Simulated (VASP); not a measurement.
Runs of VASP 6.6.1 on Hf2B3. The structure is that of space group Pm-3m (No. 221), or close to it. The cells are those of the table. 

```tsv
task	cell	k mesh	cutoff (eV)	k mesh for the DOS	occupations for the DOS	gap on the mesh (eV)	pressure (GPa)	relaxed volume (Å³/atom)
relaxation of cell and atoms	relaxed from a = 4.176 Å, 5 atoms	10 × 10 × 10	600	-	-	none	0.0	(a)
single point	a = 4.175 Å, 5 atoms	10 × 10 × 10	520	-	-	none	1.0	-
relaxation of cell and atoms	relaxed from a = 4.023 Å, 5 atoms	4 × 4 × 4	600	-	-	none	-0.1	14.74
single point	a = 4.176 Å, 5 atoms	4 × 4 × 4	520	-	-	none	1.3	-
single point	a = 4.023 Å, 5 atoms	4 × 4 × 4	520	-	-	none	(b)	-
```

Alike in all rows: level PBE; potentials or basis VASP PAW PBE potentials, release 64 (Hf_pv, B); no spin polarisation; smearing gaussian 0.1 eV.

**Question.** Fill in the values left out.

**Answer.** (a) 14.69; (b) 17.6.

Caveats: some runs use coarse meshes; spin-orbit coupling is left out, which moves the levels of the heavy elements.

A k mesh can miss the band edges, and the runs leave out spin-orbit coupling on Hf.

A gap of «none» marks levels without a gap at the run's occupations.
